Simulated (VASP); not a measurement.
Input of a VASP 6.6.1 run:

The input INCAR:

```
SYSTEM = ZnO
PREC = Accurate ; ENCUT = 520
EDIFF = 1E-7 ; ISMEAR = 0
SIGMA = 0.02 ; LREAL = .FALSE.
LASPH = .TRUE. ; NELM = 100
ALGO = Normal ; ISIF = 2
LWAVE = .FALSE. ; LCHARG = .FALSE.
GGA = PE ; NBANDS = 26
```

KPOINTS

```
regular mesh
0
G
  12 12 6
  0 0 0
```

The input POSCAR:

```
ZnO
1.0
    3.2596129268      0.0000000000      0.0000000000
   -1.6298064634      2.8229076011      0.0000000000
    0.0000000000      0.0000000000      5.3990978281
Zn O
2 2
Direct
    0.6666666645      0.3333333355      0.5035731408
    0.3333333355      0.6666666645      0.0035731408
    0.6666666676      0.3333333324      0.8767368592
    0.3333333324      0.6666666676      0.3767368592
```

Potentials or basis: VASP PAW PBE potentials, release 64 (Zn, O).

Launch:

```console
$ cat potpaw_PBE.64/Zn/POTCAR potpaw_PBE.64/O/POTCAR > POTCAR
$ mpirun -np 1 vasp_std > vasp.out
```

Problem. Predict the band gap on the k mesh.

Solution. 0.68 eV, direct.

Problem. What does it give for the pressure?

Solution. -0.1 GPa.

Problem. Predict the largest force.

Solution. 0.007 eV/Å.

Stress tensor (GPa, compression positive):
```
 0.87  0.00  0.00
 0.00  0.87  0.00
 0.00  0.00 -2.15
```

Caveat: the cell differs from its parent crystal (uniaxial strain along c: +2.0 %, then relaxed in part).
